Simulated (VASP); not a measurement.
# Nb3Te8Mo (P-3m1) in VASP: a series of runs

Runs on Nb3Te8Mo. Level: PBE. Tasks: single point.

All numbers are computed with VASP 6.6.1; they aren't measurements. Logs are shortened: lines on timing, memory, paths and dates and some standing lists are left out, and cuts for length are marked.

### 1 The cell of the first run

Symmetry: P-3m1, No. 164, trigonal system. Conventional cell: a = 3.634 Å, b = 3.634 Å, c = 29.581 Å, α = 90.00°, β = 90.00°, γ = 120.00°. Nb (site symmetry 3m) has 6 Te at 2.81 Å and 6 Nb at 3.63 Å within 3.7 Å. Nb (site symmetry -3m) has 6 Te at 2.81 Å and 6 Nb at 3.63 Å within 3.7 Å. Te (site symmetry 3m) has 3 Mo at 2.76 Å and 6 Te at 3.63 Å within 3.7 Å. Within 3.7 Å of Te (site symmetry 3m) lie 3 Nb at 2.81 Å and 6 Te at 3.63 Å. Within 3.7 Å of Te (site symmetry 3m) lie 3 Nb at 2.81 Å and 6 Te at 3.63 Å. Te (site symmetry 3m) has 3 Nb at 2.81 Å and 6 Te at 3.63 Å within 3.7 Å. Mo (site symmetry -3m) has 6 Te at 2.76 Å and 6 Mo at 3.63 Å within 3.7 Å.

### 2 Single point, PBE, collinear spin

The input, INCAR:

```
SYSTEM = Nb3Te8Mo
ALGO = Normal
EDIFF = 1E-6
ENCUT = 500
GGA = PE
GGA_COMPAT = .FALSE.
ISIF = 2
ISMEAR = 0
ISPIN = 2
LASPH = .TRUE.
LCHARG = .FALSE.
LMAXMIX = 4
LORBIT = 11
LREAL = .FALSE.
LWAVE = .FALSE.
MAGMOM = 1 1 1 0 0 0 0 0 0 0 0 1
NBANDS = 66
NELM = 200
PREC = Accurate
SIGMA = 0.1
```

The input, KPOINTS:

```
k-points
0
G
  6 6 1
  0 0 0
```

The input, POSCAR:

```
Nb3Te8Mo
1.0
    3.6337391770      0.0000000000      0.0000000000
   -1.8168695885      3.1469104380      0.0000000000
    0.0000000000      0.0000000000     29.5807242147
Nb Te Mo
3 8 1
Direct
    0.0000000000      0.0000000000      0.7501582692
    0.0000000000      0.0000000000      0.2498417308
    0.0000000000      0.0000000000      0.5000000000
    0.6666666667      0.3333333333      0.9391375561
    0.6666666667      0.3333333333      0.1866598579
    0.6666666667      0.3333333333      0.4367790967
    0.6666666667      0.3333333333      0.6869182776
    0.3333333333      0.6666666667      0.8133401421
    0.3333333333      0.6666666667      0.0608624439
    0.3333333333      0.6666666667      0.3130817224
    0.3333333333      0.6666666667      0.5632209033
    0.0000000000      0.0000000000      0.0000000000
```

Potentials or basis: VASP PAW PBE potentials, release 64 (Nb_sv, Te, Mo_sv).

Run with:

```bash
> cat potpaw_PBE.64/Nb_sv/POTCAR potpaw_PBE.64/Te/POTCAR potpaw_PBE.64/Mo_sv/POTCAR > POTCAR
> mpirun -np 1 vasp_std > vasp.out
```

OUTCAR:

```text
SYSTEM = Nb3Te8Mo
   EDIFF = 1E-6
   ENCUT = 500
   GGA = PE
   ISIF = 2
   ISMEAR = 0
   ISPIN = 2
   LASPH = .TRUE.
   LORBIT = 11
   LREAL = .FALSE.
   NELM = 200
   PREC = Accurate

 ion  position               nearest neighbor table
   1  0.000  0.000  0.750-   8 2.81   8 2.81   8 2.81   7 2.81   7 2.81   7 2.81
   2  0.000  0.000  0.250-   5 2.81   5 2.81   5 2.81  10 2.81  10 2.81  10 2.81
   3  0.000  0.000  0.500-   6 2.81  11 2.81  11 2.81   6 2.81   6 2.81  11 2.81
   4  0.667  0.333  0.939-  12 2.76  12 2.76  12 2.76
   5  0.667  0.333  0.187-   2 2.81   2 2.81   2 2.81
   6  0.667  0.333  0.437-   3 2.81   3 2.81   3 2.81
   7  0.667  0.333  0.687-   1 2.81   1 2.81   1 2.81
   8  0.333  0.667  0.813-   1 2.81   1 2.81   1 2.81
   9  0.333  0.667  0.061-  12 2.76  12 2.76  12 2.76
  10  0.333  0.667  0.313-   2 2.81   2 2.81   2 2.81
  11  0.333  0.667  0.563-   3 2.81   3 2.81   3 2.81
  12  0.000  0.000  0.000-   4 2.76   9 2.76   9 2.76   4 2.76   4 2.76   9 2.76

  LATTYP: Found a hexagonal cell.
 ALAT       =     3.6337391770
 C/A-ratio  =     8.1405744259

  Lattice vectors:

 A1 = (   3.6337391770,   0.0000000000,   0.0000000000)
 A2 = (  -1.8168695885,   3.1469104380,   0.0000000000)
 A3 = (   0.0000000000,   0.0000000000,  29.5807242147)

Analysis of symmetry for initial positions (statically):
=====================================================================
 Subroutine PRICEL returns:
 Original cell was already a primitive cell.

 Routine SETGRP: Setting up the symmetry group for a
 hexagonal supercell.

 Subroutine GETGRP returns: Found 12 space group operations
 (whereof 12 operations were pure point group operations)
 out of a pool of 24 trial point group operations.

The static configuration has the point symmetry D_3d.

Analysis of symmetry for dynamics (positions and initial velocities):
=====================================================================
 Subroutine PRICEL returns:
 Original cell was already a primitive cell.

 Routine SETGRP: Setting up the symmetry group for a
 hexagonal supercell.

 Subroutine GETGRP returns: Found 12 space group operations
 (whereof 12 operations were pure point group operations)
 out of a pool of 24 trial point group operations.

The dynamic configuration has the point symmetry D_3d.

Analysis of structural, dynamic, and magnetic symmetry:
[... 168 lines left out ...]
 fundamental gap:      0.0431952845
 Fermi energy:         7.2567280890

 spin component 1

 k-point     1 :       0.0000    0.0000    0.0000
  band No.  band energies     occupation
      1     -54.2538      1.00000
      2     -48.1276      1.00000
      3     -48.1276      1.00000
      4     -48.1237      1.00000
      5     -28.3379      1.00000
      6     -28.3379      1.00000
[... 444 lines left out ...]
     61       9.3415      0.00000
     62       9.3415      0.00000
 Fermi energy:         7.2567280890

 spin component 2

 k-point     1 :       0.0000    0.0000    0.0000
  band No.  band energies     occupation
      1     -54.2535      1.00000
      2     -48.1283      1.00000
      3     -48.1283      1.00000
      4     -48.1228      1.00000
      5     -28.3374      1.00000
      6     -28.3374      1.00000
[... 444 lines left out ...]
     61       9.3416      0.00000
     62       9.3416      0.00000
 [bands above 62 left out]

------------------------ aborting loop because EDIFF is reached ----------------------------------------

  FORCE on cell =-STRESS in cart. coord.  units (eV):
  Direction    XX          YY          ZZ          XY          YZ          ZX
  --------------------------------------------------------------------------------------
  -------------------------------------------------------------------------------------
  Total       -0.0721394     -0.0721394      0.0032309      0.0000000      0.0000000     -0.0000000
  in kB       -0.3416932     -0.3416932      0.0153034      0.0000000      0.0000000     -0.0000000
  external PRESSURE =      -0.2226944 kB  Pullay stress =       0.0000000 kB

 VOLUME and BASIS-vectors are now :
 -----------------------------------------------------------------------------
  energy-cutoff  :      500.00
  volume of cell :      338.26
      direct lattice vectors                 reciprocal lattice vectors
     3.633739177  0.000000000  0.000000000     0.275198618  0.158885996  0.000000000
    -1.816869588  3.146910438  0.000000000     0.000000000  0.317771992  0.000000000
     0.000000000  0.000000000 29.580724215     0.000000000  0.000000000  0.033805798

 POSITION                                       TOTAL-FORCE (eV/Angst)
 -----------------------------------------------------------------------------------
      0.00000      0.00000     22.19022         0.000000     -0.000000      0.000397
      0.00000      0.00000      7.39050         0.000000      0.000000     -0.000397
      0.00000      0.00000     14.79036         0.000000      0.000000     -0.000000
      1.81687      1.04897     27.78037        -0.000000      0.000000     -0.043994
      1.81687      1.04897      5.52153         0.000000      0.000000      0.022630
      1.81687      1.04897     12.92024        -0.000000      0.000000      0.026570
      1.81687      1.04897     20.31954         0.000000      0.000000      0.021353
     -0.00000      2.09794     24.05919        -0.000000      0.000000     -0.022630
     -0.00000      2.09794      1.80036         0.000000     -0.000000      0.043994
     -0.00000      2.09794      9.26118        -0.000000     -0.000000     -0.021353
     -0.00000      2.09794     16.66048         0.000000      0.000000     -0.026570
      0.00000      0.00000      0.00000         0.000000      0.000000     -0.000000
 -----------------------------------------------------------------------------------
    total drift:                               -0.000000     -0.000000      0.000000

  FREE ENERGIE OF THE ION-ELECTRON SYSTEM (eV)
  ---------------------------------------------------
  free  energy   TOTEN  =       -70.8332997515 eV

  energy  without entropy=      -70.7891181401  energy(sigma->0) =      -70.81120895

 total charge

# of ion       s       p       d       tot
------------------------------------------
    1        2.146   5.998   2.430  10.575
    2        2.146   5.998   2.430  10.575
    3        2.146   5.999   2.427  10.572
    4        1.390   1.939   0.056   3.384
    5        1.385   1.978   0.051   3.414
    6        1.387   1.974   0.051   3.412
    7        1.387   1.973   0.052   3.411
    8        1.385   1.978   0.051   3.414
    9        1.390   1.939   0.056   3.384
   10        1.387   1.973   0.052   3.411
   11        1.387   1.974   0.051   3.412
   12        2.251   6.132   3.893  12.276
--------------------------------------------------
tot         19.785  39.855  11.601  71.241

 magnetization (x)

# of ion       s       p       d       tot
------------------------------------------
    1       -0.000  -0.000  -0.001  -0.001
    2       -0.000  -0.000  -0.001  -0.001
    3        0.000   0.000   0.001   0.001
    4       -0.000  -0.000  -0.000  -0.000
    5        0.000   0.000  -0.000   0.000
    6       -0.000  -0.000   0.000  -0.000
    7        0.000   0.000  -0.000   0.000
    8        0.000   0.000  -0.000   0.000
    9       -0.000  -0.000  -0.000  -0.000
   10        0.000   0.000  -0.000   0.000
   11       -0.000  -0.000   0.000  -0.000
   12        0.000   0.000   0.000   0.000
--------------------------------------------------
tot          0.000   0.000  -0.001  -0.000
```

stdout:

```text
POSCAR found type information on POSCAR NbTeMo
 POSCAR found :  3 types and      12 ions
 scaLAPACK will be used
 LDA part: xc-table for (Slater+PW92), standard interpolation
 POSCAR, INCAR and KPOINTS ok, starting setup
 FFT: planning ... GRIDC
 FFT: planning ... GRID_SOFT
 FFT: planning ... GRID
 WAVECAR not read
 entering main loop
```

Run time: 13 min. Hardware: 1 thread of Intel Xeon Platinum 8375C at 2.90GHz (Ice Lake), shared host; peak memory 0.66 GiB.

Results:

| Item | Value |
| --- | --- |
| Free energy | -70.8333 eV |
| Pressure | 0.0 GPa |
| Largest force | 0.044 eV/Å |
| Net moment | 0.00 μB per cell |
| Valence electrons inside the program's atomic spheres | Nb 10.57; Te 3.38, 3.41 (each value once); Mo 12.28 |

Forces on the atoms (eV/Å):
```
Nb   0.000  0.000  0.000
Nb   0.000  0.000  0.000
Nb   0.000  0.000  0.000
Te   0.000  0.000 -0.044
Te   0.000  0.000  0.023
Te   0.000  0.000  0.027
Te   0.000  0.000  0.021
Te   0.000  0.000 -0.023
Te   0.000  0.000  0.044
Te   0.000  0.000 -0.021
Te   0.000  0.000 -0.027
Mo   0.000  0.000  0.000
```

Caveat: spin-orbit coupling is left out, which moves the levels of the heavy elements; this functional lacks dispersion, which binds layers or chains, so the pressure and a relaxed spacing across them are unreliable.

### 3 Single point, PBE

The input, INCAR:

```
  ALGO = Normal
  EDIFF = 1E-6
  ENCUT = 500
  GGA = PE
  GGA_COMPAT = F
  ISIF = 2
  ISMEAR = 0
  LASPH = T
  LCHARG = F
  LREAL = F
  LWAVE = F
  NBANDS = 62
  NELM = 120
  PREC = Accurate
  SIGMA = 0.1
```

The input, KPOINTS:

```
k-points
0
Gamma
  6 6 1
```

POSCAR is that of step 2.

Potentials or basis: VASP PAW PBE potentials, release 64 (Nb_sv, Te, Mo_sv).

Run with:

```bash
> cat potpaw_PBE.64/Nb_sv/POTCAR potpaw_PBE.64/Te/POTCAR potpaw_PBE.64/Mo_sv/POTCAR > POTCAR
> mpirun -np 1 vasp_std > vasp.out
```

OUTCAR:

```text
EDIFF = 1E-6
   ENCUT = 500
   GGA = PE
   ISIF = 2
   ISMEAR = 0
   LASPH = T
   LREAL = F
   NELM = 120
   PREC = Accurate

 ion  position               nearest neighbor table
   1  0.000  0.000  0.750-   8 2.81   8 2.81   8 2.81   7 2.81   7 2.81   7 2.81
   2  0.000  0.000  0.250-   5 2.81   5 2.81   5 2.81  10 2.81  10 2.81  10 2.81
   3  0.000  0.000  0.500-   6 2.81  11 2.81  11 2.81   6 2.81   6 2.81  11 2.81
   4  0.667  0.333  0.939-  12 2.76  12 2.76  12 2.76
   5  0.667  0.333  0.187-   2 2.81   2 2.81   2 2.81
   6  0.667  0.333  0.437-   3 2.81   3 2.81   3 2.81
   7  0.667  0.333  0.687-   1 2.81   1 2.81   1 2.81
   8  0.333  0.667  0.813-   1 2.81   1 2.81   1 2.81
   9  0.333  0.667  0.061-  12 2.76  12 2.76  12 2.76
  10  0.333  0.667  0.313-   2 2.81   2 2.81   2 2.81
  11  0.333  0.667  0.563-   3 2.81   3 2.81   3 2.81
  12  0.000  0.000  0.000-   4 2.76   9 2.76   9 2.76   4 2.76   4 2.76   9 2.76

  LATTYP: Found a hexagonal cell.
 ALAT       =     3.6337391770
 C/A-ratio  =     8.1405744259

[... 195 lines left out ...]
      4     -48.1259      2.00000
      5     -28.3388      2.00000
      6     -28.3388      2.00000
[... 444 lines left out ...]
     61       9.3422      0.00000
     62       9.3422      0.00000

------------------------ aborting loop because EDIFF is reached ----------------------------------------

  FORCE on cell =-STRESS in cart. coord.  units (eV):
  Direction    XX          YY          ZZ          XY          YZ          ZX
  --------------------------------------------------------------------------------------
  -------------------------------------------------------------------------------------
  Total       -0.0347514     -0.0347514      0.0953623      0.0000000      0.0000000      0.0000000
  in kB       -0.1646022     -0.1646022      0.4516899      0.0000000      0.0000000      0.0000000
  external PRESSURE =       0.0408285 kB  Pullay stress =       0.0000000 kB

 VOLUME and BASIS-vectors are now :
 -----------------------------------------------------------------------------
  energy-cutoff  :      500.00
  volume of cell :      338.26
      direct lattice vectors                 reciprocal lattice vectors
     3.633739177  0.000000000  0.000000000     0.275198618  0.158885996  0.000000000
    -1.816869588  3.146910438  0.000000000     0.000000000  0.317771992  0.000000000
     0.000000000  0.000000000 29.580724215     0.000000000  0.000000000  0.033805798

 POSITION                                       TOTAL-FORCE (eV/Angst)
 -----------------------------------------------------------------------------------
      0.00000      0.00000     22.19022        -0.000000      0.000000     -0.000044
      0.00000      0.00000      7.39050        -0.000000     -0.000000      0.000044
      0.00000      0.00000     14.79036        -0.000000      0.000000      0.000000
      1.81687      1.04897     27.78037        -0.000000      0.000000     -0.042665
      1.81687      1.04897      5.52153        -0.000000      0.000000      0.023075
      1.81687      1.04897     12.92024         0.000000     -0.000000      0.027407
      1.81687      1.04897     20.31954         0.000000      0.000000      0.022010
     -0.00000      2.09794     24.05919         0.000000     -0.000000     -0.023075
     -0.00000      2.09794      1.80036         0.000000      0.000000      0.042665
     -0.00000      2.09794      9.26118        -0.000000      0.000000     -0.022010
     -0.00000      2.09794     16.66048        -0.000000      0.000000     -0.027407
      0.00000      0.00000      0.00000        -0.000000      0.000000      0.000000
 -----------------------------------------------------------------------------------
    total drift:                               -0.000000     -0.000000      0.000000

  FREE ENERGIE OF THE ION-ELECTRON SYSTEM (eV)
  ---------------------------------------------------
  free  energy   TOTEN  =       -70.8333039086 eV

  energy  without entropy=      -70.7891368618  energy(sigma->0) =      -70.81122039
```

Wall time 8.5 min (1 thread of Intel Xeon Platinum 8259CL at 2.50GHz (Skylake/Cascade Lake), shared host); peak memory 0.48 GiB.

Results:

```
Free energy            : -70.8333 eV
Pressure               : 0.0 GPa
Largest force          : 0.043 eV/Å
Band gap on the k mesh : zero (an odd number of electrons rules out a gap without spin polarisation)
```

Forces in eV/Å, atoms in the order of the input:
```
Nb   0.000  0.000  0.000
Nb   0.000  0.000  0.000
Nb   0.000  0.000  0.000
Te   0.000  0.000 -0.043
Te   0.000  0.000  0.023
Te   0.000  0.000  0.027
Te   0.000  0.000  0.022
Te   0.000  0.000 -0.023
Te   0.000  0.000  0.043
Te   0.000  0.000 -0.022
Te   0.000  0.000 -0.027
Mo   0.000  0.000  0.000
```

Caveat: spin-orbit coupling is left out, which moves the levels of the heavy elements; this functional lacks dispersion, which binds layers or chains, so the pressure and a relaxed spacing across them are unreliable.

The gap in the log of VASP goes by the Fermi energy; the results here count the filled bands.